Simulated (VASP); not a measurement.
A run of VASP 6.6.1:

The input POSCAR:

```
MgF2
1.0
    4.7606764744      0.0000000000      0.0000000000
    0.0000000000      4.7606764744      0.0000000000
    0.0000000000      0.0000000000      2.9954670586
Mg F
2 4
Direct
    0.0000000000      0.0000000000      0.0000000000
    0.5000000000      0.5000000000      0.5000000000
    0.3034110595      0.3034110595      0.0000000000
    0.1965889405      0.8034110595      0.5000000000
    0.8034110595      0.1965889405      0.5000000000
    0.6965889405      0.6965889405      0.0000000000
```

File INCAR.step1:

```
PREC     = Accurate       # precision mode
ENCUT    = 660            # plane-wave cutoff, eV
ISMEAR   = 0              # smearing method
SIGMA    = 0.01           # smearing width, eV
LREAL    = F              # projectors in reciprocal space
LASPH    = T              # aspherical terms in the spheres
NELM     = 120            # most SCF steps
NBANDS   = 25             # bands
GGA      = PE             # functional
ALGO     = Normal         # electronic algorithm
EDIFF    = 1E-5           # SCF threshold, eV
LWAVE    = T              # write WAVECAR
LCHARG   = F              # write CHGCAR
GGA_COMPAT= F
```

File INCAR.step2:

```
PREC     = Accurate       # precision mode
ENCUT    = 660            # plane-wave cutoff, eV
EDIFF    = 1E-6           # SCF threshold, eV
ISMEAR   = 0              # smearing method
SIGMA    = 0.01           # smearing width, eV
LREAL    = F              # projectors in reciprocal space
LASPH    = T              # aspherical terms in the spheres
NELM     = 120            # most SCF steps
ALGO     = Normal         # electronic algorithm
ISIF     = 2              # what is computed and relaxed
LWAVE    = F              # write WAVECAR
LCHARG   = F              # write CHGCAR
METAGGA  = R2SCAN         # meta-GGA
LMIXTAU  = T            
NBANDS   = 25             # bands
ISTART   = 1            
GGA_COMPAT= F
```

File KPOINTS:

```
Automatic mesh
0
Gamma
  6 6 8
```

Potentials or basis: VASP PAW PBE potentials, release 64 (Mg, F).

Command:

```console
$ cat potpaw_PBE.64/Mg/POTCAR potpaw_PBE.64/F/POTCAR > POTCAR
$ cp INCAR.step1 INCAR
$ mpirun -np 1 vasp_std > vasp.out
$ cp INCAR.step2 INCAR
$ mpirun -np 1 vasp_std > vasp.out
```

Hardware: 1 thread of Oxide Virtual Turin-like Processor (shared host).

How long does it take, and how much memory?

Run time: 11 min on 1 thread of Oxide Virtual Turin-like Processor (shared host), peak memory 0.25 GiB. Counts: k points 50.
